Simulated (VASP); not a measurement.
# GeW (Fm-3m) in VASP: notebook, part 2 of 2

VASP 6.6.1.

**3. Single point, PBEsol+D4**

This run uses another cell than the first one, of 16.33 Å³/atom, 1.013 times its volume.

Input file INCAR:

```
SYSTEM = GeW
PREC = Accurate ; ENCUT = 520
EDIFF = 1E-6 ; ISMEAR = -1
SIGMA = 0.05 ; LREAL = .False.
LASPH = .True. ; NELM = 80
ALGO = Normal ; ISIF = 2
LWAVE = .False. ; LCHARG = .False.
GGA = PS ; IVDW = 13
NBANDS = 21
```

Input file KPOINTS:

```
Automatic mesh
0
Gamma
  9 9 9
  0 0 0
```

Input file POSCAR:

```
GeW
1.0
    0.0000000000      2.5371473580      2.5371473580
    2.5371473580      0.0000000000      2.5371473580
    2.5371473580      2.5371473580      0.0000000000
Ge W
1 1
Direct
    0.5000000000      0.5000000000      0.5000000000
    0.0000000000      0.0000000000      0.0000000000
```

Potentials or basis: VASP PAW PBE potentials, release 64 (Ge_d, W_sv).

Command:

```
cat potpaw_PBE.64/Ge_d/POTCAR potpaw_PBE.64/W_sv/POTCAR > POTCAR
mpirun -np 1 vasp_std > vasp.out
```

OUTCAR:

```text
SYSTEM = GeW
   PREC = Accurate
   ENCUT = 520
   EDIFF = 1E-6
   ISMEAR = -1
   LREAL = .False.
   LASPH = .True.
   NELM = 80
   ISIF = 2
   GGA = PS
   IVDW = 13

 ion  position               nearest neighbor table
   1  0.500  0.500  0.500-   2 2.54   2 2.54   2 2.54   2 2.54   2 2.54   2 2.54
   2  0.000  0.000  0.000-   1 2.54   1 2.54   1 2.54   1 2.54   1 2.54   1 2.54

  LATTYP: Found a face centered cubic cell.
 ALAT       =     5.0742947160

  Lattice vectors:

 A1 = (   0.0000000000,   2.5371473580,   2.5371473580)
 A2 = (   2.5371473580,   0.0000000000,   2.5371473580)
 A3 = (   2.5371473580,   2.5371473580,   0.0000000000)

Analysis of symmetry for initial positions (statically):
=====================================================================
 Subroutine PRICEL returns:
 Original cell was already a primitive cell.

 Routine SETGRP: Setting up the symmetry group for a
 face centered cubic supercell.

 Subroutine GETGRP returns: Found 48 space group operations
 (whereof 48 operations were pure point group operations)
 out of a pool of 48 trial point group operations.

The static configuration has the point symmetry O_h .

Analysis of symmetry for dynamics (positions and initial velocities):
[... 156 lines left out ...]
  energy without entropy =      -17.04130514  energy(sigma->0) =      -17.05292335

 E-fermi :   9.5018     XC(G=0): -12.8182

 val. band max:        9.4765399877   @ k =  -0.3333   0.3333   0.1111
 cond. band min:       9.5052114492   @ k =   0.3333   0.1111   0.0000
 fundamental gap:      0.0286714615
 Fermi energy:         9.5018467951

 k-point     1 :       0.0000    0.0000    0.0000
  band No.  band energies     occupation
      1     -64.9039      2.00000
      2     -29.1046      2.00000
      3     -29.1046      2.00000
      4     -29.1046      2.00000
      5     -14.9154      2.00000
      6     -14.9154      2.00000
[... 565 lines left out ...]
     20      21.8318      0.00000
     21      24.7273      0.00000

 [... further k-points ...]

------------------------ aborting loop because EDIFF is reached ----------------------------------------

  DFT-D4 for vdW energy calculation

  Edisp (eV):   -0.62492

  FORCE on cell =-STRESS in cart. coord.  units (eV):
  Direction    XX          YY          ZZ          XY          YZ          ZX
  --------------------------------------------------------------------------------------
  -------------------------------------------------------------------------------------
  Total       0.06859     0.06859     0.06859    -0.00000    -0.00000     0.00000
  in kB       3.36453     3.36453     3.36453    -0.00000    -0.00000     0.00000
  external pressure =        3.36 kB  Pullay stress =        0.00 kB

 VOLUME and BASIS-vectors are now :
 -----------------------------------------------------------------------------
  energy-cutoff  :      520.00
  volume of cell :       32.66
      direct lattice vectors                 reciprocal lattice vectors
     0.000000000  2.537147358  2.537147358    -0.197071722  0.197071722  0.197071722
     2.537147358  0.000000000  2.537147358     0.197071722 -0.197071722  0.197071722
     2.537147358  2.537147358  0.000000000     0.197071722  0.197071722 -0.197071722

 POSITION                                       TOTAL-FORCE (eV/Angst)
 -----------------------------------------------------------------------------------
      2.53715      2.53715      2.53715         0.000000     -0.000000     -0.000000
      0.00000      0.00000      0.00000        -0.000000      0.000000      0.000000
 -----------------------------------------------------------------------------------
    total drift:                                0.000000      0.000000      0.000000

  FREE ENERGIE OF THE ION-ELECTRON SYSTEM (eV)
  ---------------------------------------------------
  free  energy   TOTEN  =       -17.6894611043 eV

  energy  without entropy=      -17.6662246904  energy(sigma->0) =      -17.67784290
```

Run time: 15 s. Hardware: 1 thread of AMD EPYC 9R45 (Zen 5), shared host; peak memory 0.14 GiB.

What came out:

- Free energy: -17.6895 eV
- Pressure: 0.3 GPa
- Band gap on the k mesh: zero (band 14 reaches 10.10 eV, above the bottom of band 15 at 8.27 eV)
- Dispersion energy per atom: -0.312 eV

Caveat: the PAW data sets were made with another functional, which shifts forces and pressure a little; spin-orbit coupling is left out, which moves the levels of the heavy elements; pairwise dispersion overbinds metals, which lowers pressure and volume.

**4. Single point, revPBE+D3(BJ)**

This run uses another cell than the first one, of 16.47 Å³/atom, 1.022 times its volume.

Input file INCAR:

```
SYSTEM = GeW
PREC = Accurate
ENCUT = 520
EDIFF = 1E-7
ISMEAR = -1
SIGMA = 0.05
LREAL = .FALSE.
LASPH = .TRUE.
NELM = 60
ALGO = Normal
ISIF = 2
LWAVE = .FALSE.
LCHARG = .FALSE.
GGA = RE
IVDW = 12
NBANDS = 21
```

Input file KPOINTS:

```
Automatic mesh
0
G
  9 9 9
  0 0 0
```

Input file POSCAR:

```
GeW
1.0
    0.0000000000      2.5442095272      2.5442095272
    2.5442095272      0.0000000000      2.5442095272
    2.5442095272      2.5442095272      0.0000000000
Ge W
1 1
Direct
    0.5000000000      0.5000000000      0.5000000000
    0.0000000000      0.0000000000      0.0000000000
```

Command:

```
cat potpaw_PBE.64/Ge_d/POTCAR potpaw_PBE.64/W_sv/POTCAR > POTCAR
mpirun -np 1 vasp_std > vasp.out
```

Run time: 16 s. Hardware: 1 thread of AMD EPYC 9R45 (Zen 5), shared host; peak memory 0.15 GiB.

The run converged. Its results:

```
Free energy                : -16.8463 eV
Pressure                   : 0.3 GPa
Band gap on the k mesh     : zero (band 14 reaches 10.23 eV, above the bottom of band 15 at 8.40 eV)
Dispersion energy per atom : -0.977 eV
```

Levels at points of the mesh, in eV from the Fermi level:
| k point | band 10 | band 11 | band 12 | band 13 | band 14 | band 15 | band 16 | band 17 | band 18 | band 19 |
| --- | --- | --- | --- | --- | --- | --- | --- | --- | --- | --- |
| (0.00, 0.00, 0.00) | -12.62 | -1.72 | -1.72 | -1.72 | -0.92 | -0.92 | 2.52 | 2.52 | 2.52 | 8.14 |

Caveat: the PAW data sets were made with another functional, which shifts forces and pressure a little; spin-orbit coupling is left out, which moves the levels of the heavy elements; pairwise dispersion overbinds metals, which lowers pressure and volume.

**5. The runs side by side**

| level | cell | gap on the mesh (eV) | pressure (GPa) |
| --- | --- | --- | --- |
| PBEsol+D3(BJ) | a = 3.572 Å, angles 60.0°, 2 atoms | none | 0.4 |
| PBEsol+D4 | a = 3.588 Å, angles 60.0°, 2 atoms | none | 0.3 |
| revPBE+D3(BJ) | a = 3.598 Å, angles 60.0°, 2 atoms | none | 0.3 |

Alike in all rows: task single point; potentials or basis VASP PAW PBE potentials, release 64 (Ge_d, W_sv); no spin polarisation; k mesh 9 × 9 × 9; cutoff (eV) 520; smearing fermi-dirac 0.05 eV.

Caveats: the PAW data sets were made with another functional, which shifts forces and pressure a little; spin-orbit coupling is left out, which moves the levels of the heavy elements; pairwise dispersion overbinds metals, which lowers pressure and volume.

Absolute energies hang on the potentials; compare differences alone.
